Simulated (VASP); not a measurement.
# ZrB2 (P6/mmm) in VASP: a series of runs, part 2 of 2

VASP 6.6.1. Earlier steps stand in the parts before.

### Step 3. Single point, PBEsol

This run uses another cell than the first one, of 10.08 Å³/atom.

File INCAR:

```
SYSTEM = ZrB2
  ALGO = Normal
  EDIFF = 1E-6
  ENCUT = 520
  GGA = PS
  ISIF = 2
  ISMEAR = 0
  LASPH = .TRUE.
  LCHARG = .TRUE.
  LELF = .TRUE.
  LREAL = .FALSE.
  LVHAR = .TRUE.
  LWAVE = .FALSE.
  NBANDS = 16
  NELM = 80
  PREC = Accurate
  SIGMA = 0.1
```

File KPOINTS:

```
k-points
0
G
  12 12 10
  0 0 0
```

File POSCAR:

```
ZrB2
1.0
    3.1544778965      0.0000000000      0.0000000000
   -1.5772389483      2.7318579941      0.0000000000
    0.0000000000      0.0000000000      3.5081949815
Zr B
1 2
Direct
    0.0000000000      0.0000000000      0.0000000000
    0.3333333333      0.6666666667      0.5000000000
    0.6666666667      0.3333333333      0.5000000000
```

Potentials or basis: VASP PAW PBE potentials, release 64 (Zr_sv, B).

The run is started by

```console
$ cat potpaw_PBE.64/Zr_sv/POTCAR potpaw_PBE.64/B/POTCAR > POTCAR
$ mpirun -np 1 vasp_std > vasp.out
```

OUTCAR:

```text
SYSTEM = ZrB2
   EDIFF = 1E-6
   ENCUT = 520
   GGA = PS
   ISIF = 2
   ISMEAR = 0
   LASPH = .TRUE.
   LREAL = .FALSE.
   NELM = 80
   PREC = Accurate

 ion  position               nearest neighbor table
   1  0.000  0.000  0.000-   2 2.53   3 2.53   2 2.53   3 2.53   3 2.53   3 2.53   2 2.53   2 2.53
                             3 2.53   3 2.53   2 2.53   2 2.53
   2  0.333  0.667  0.500-   3 1.82   3 1.82   3 1.82   1 2.53   1 2.53   1 2.53   1 2.53   1 2.53
                             1 2.53
   3  0.667  0.333  0.500-   2 1.82   2 1.82   2 1.82   1 2.53   1 2.53   1 2.53   1 2.53   1 2.53
                             1 2.53

[... 656 lines left out ...]
  --------------------------------------------------------------------------------------
  -------------------------------------------------------------------------------------
  Total        0.0574220      0.0574220      0.0508087     -0.0000000      0.0000000     -0.0000000
  in kB        3.0431214      3.0431214      2.6926472     -0.0000000      0.0000000     -0.0000000
  external PRESSURE =       2.9262967 kB  Pullay stress =       0.0000000 kB

 VOLUME and BASIS-vectors are now :
 -----------------------------------------------------------------------------
  energy-cutoff  :      520.00
  volume of cell :       30.23
      direct lattice vectors                 reciprocal lattice vectors
     3.154477896  0.000000000  0.000000000     0.317009671  0.183025619  0.000000000
    -1.577238948  2.731857994  0.000000000     0.000000000  0.366051238  0.000000000
     0.000000000  0.000000000  3.508194981     0.000000000  0.000000000  0.285046870

 POSITION                                       TOTAL-FORCE (eV/Angst)
 -----------------------------------------------------------------------------------
      0.00000      0.00000      0.00000         0.000000      0.000000      0.000000
     -0.00000      1.82124      1.75410         0.000000     -0.000000     -0.000000
      1.57724      0.91062      1.75410        -0.000000      0.000000      0.000000
 -----------------------------------------------------------------------------------
    total drift:                               -0.000000      0.000000     -0.000000

  FREE ENERGIE OF THE ION-ELECTRON SYSTEM (eV)
  ---------------------------------------------------
  free  energy   TOTEN  =       -26.4041559037 eV

  energy  without entropy=      -26.4024562046  energy(sigma->0) =      -26.40330605
```

OSZICAR:

```text
N       E                     dE             d eps       ncg     rms          rms(c)
DAV:   1     0.992615542621E+02    0.99262E+02   -0.97431E+03  3648   0.112E+03
DAV:   2    -0.249243904995E+02   -0.12419E+03   -0.11902E+03  4760   0.289E+02
DAV:   3    -0.289168778036E+02   -0.39925E+01   -0.39764E+01  5632   0.449E+01
DAV:   4    -0.289728334124E+02   -0.55956E-01   -0.55946E-01  4432   0.492E+00
DAV:   5    -0.289738335370E+02   -0.10001E-02   -0.10001E-02  5424   0.466E-01    0.230E+01
DAV:   6    -0.264622751665E+02    0.25116E+01   -0.54031E+00  4744   0.158E+01    0.953E+00
DAV:   7    -0.264077950659E+02    0.54480E-01   -0.60160E-01  5024   0.491E+00    0.338E+00
DAV:   8    -0.264083934005E+02   -0.59833E-03   -0.10028E-01  4384   0.253E+00    0.412E-01
DAV:   9    -0.264045226294E+02    0.38708E-02   -0.19867E-02  4480   0.105E+00    0.209E-01
DAV:  10    -0.264041510886E+02    0.37154E-03   -0.17872E-03  4312   0.391E-01    0.342E-02
DAV:  11    -0.264041579138E+02   -0.68252E-05   -0.61203E-05  4752   0.729E-02    0.109E-02
DAV:  12    -0.264041561295E+02    0.17843E-05   -0.28013E-06  4240   0.149E-02    0.633E-03
DAV:  13    -0.264041559037E+02    0.22579E-06   -0.39232E-07  2392   0.589E-03
   1 F= -.26404156E+02 E0= -.26403306E+02  d E =-.169970E-02
```

stdout:

```text
POSCAR found type information on POSCAR ZrB
 POSCAR found :  2 types and       3 ions
 scaLAPACK will be used
 -----------------------------------------------------------------------------
|                                                                             |
|                                                                             |
|     You enforced a specific xc type in the INCAR file but a different       |
|     I HOPE YOU KNOW WHAT YOU ARE DOING!                                     |
|                                                                             |
 -----------------------------------------------------------------------------

 LDA part: xc-table for (Slater+PW92), standard interpolation
 POSCAR, INCAR and KPOINTS ok, starting setup
 FFT: planning ... GRIDC
 FFT: planning ... GRID_SOFT
 FFT: planning ... GRID
 WAVECAR not read
 entering main loop
```

Run time: 21 s. Hardware: 1 thread of Intel Xeon Platinum 8559C (Emerald Rapids), shared host; peak memory 0.18 GiB.

What came out:

```yaml
Free_energy: -26.4042 eV
Pressure: 0.3 GPa
Band_gap_on_the_k_mesh: zero (bands 9 and 10 overlap by 1.14 eV)
```

Caveat: the PAW data sets were made with another functional, which shifts forces and pressure a little.

### Step 4. Single point, PBEsol

This run uses another cell than the first one, of 10.08 Å³/atom.

File INCAR:

```
SYSTEM = ZrB2
  ALGO = Normal
  EDIFF = 1E-7
  ENCUT = 520
  GGA = PS
  ISIF = 2
  ISMEAR = -1
  LASPH = .True.
  LCHARG = .False.
  LREAL = .False.
  LWAVE = .False.
  NBANDS = 16
  NELM = 100
  PREC = Accurate
  SIGMA = 0.15
```

File KPOINTS:

```
k-points
0
Gamma
  12 12 12
  0 0 0
```

File POSCAR:

```
ZrB2
1.0
    3.1551034622      0.0000000000      0.0000000000
   -1.5775517311      2.7323997498      0.0000000000
    0.0000000000      0.0000000000      3.5072174847
Zr B
1 2
Direct
    0.0000000000      0.0000000000      0.0000000000
    0.3333333333      0.6666666667      0.5000000000
    0.6666666667      0.3333333333      0.5000000000
```

The run is started by

```console
$ cat potpaw_PBE.64/Zr_sv/POTCAR potpaw_PBE.64/B/POTCAR > POTCAR
$ mpirun -np 1 vasp_std > vasp.out
```

Wall time 26 s (1 thread of Intel Xeon Platinum 8559C (Emerald Rapids), shared host); peak memory 0.18 GiB.

It converged, with:

```yaml
Free_energy: -26.4137 eV
Pressure: 0.3 GPa
Band_gap_on_the_k_mesh: zero (bands 9 and 10 overlap by 1.28 eV)
```

Levels at points of the mesh, in eV from the Fermi level:
| k point | band 7 | band 8 | band 9 | band 10 | band 11 | band 12 |
| --- | --- | --- | --- | --- | --- | --- |
| (0.00, 0.00, 0.00) | -2.67 | -2.65 | -2.28 | 3.48 | 3.48 | 4.31 |
| (0.50, 0.00, 0.00) | -3.94 | -3.05 | -2.75 | 2.30 | 2.35 | 5.04 |
| (0.00, 0.00, 0.50) | -0.95 | -0.95 | 0.30 | 0.30 | 0.79 | 0.79 |
| (0.50, 0.00, 0.50) | -4.67 | -4.19 | -1.94 | 3.86 | 4.17 | 5.44 |

Caveat: the PAW data sets were made with another functional, which shifts forces and pressure a little.

### Step 5. The runs side by side

| cell | k mesh | smearing | gap on the mesh (eV) | pressure (GPa) |
| --- | --- | --- | --- | --- |
| a = 3.168, b = 3.168, c = 3.552 Å, angles 90.0, 90.0, 120.0°, 3 atoms | 6 × 6 × 6 | gaussian 0.1 eV | none | -4.4 |
| a = 3.154, b = 3.154, c = 3.508 Å, angles 90.0, 90.0, 120.0°, 3 atoms | 12 × 12 × 10 | gaussian 0.1 eV | none | 0.3 |
| a = 3.155, b = 3.155, c = 3.507 Å, angles 90.0, 90.0, 120.0°, 3 atoms | 12 × 12 × 12 | fermi-dirac 0.15 eV | none | 0.3 |

Alike in all rows: task single point; level PBEsol; potentials or basis VASP PAW PBE potentials, release 64 (Zr_sv, B); no spin polarisation; cutoff (eV) 520.

Caveats: some runs use coarse meshes; the PAW data sets were made with another functional, which shifts forces and pressure a little.

Absolute energies hang on the potentials; compare differences alone.
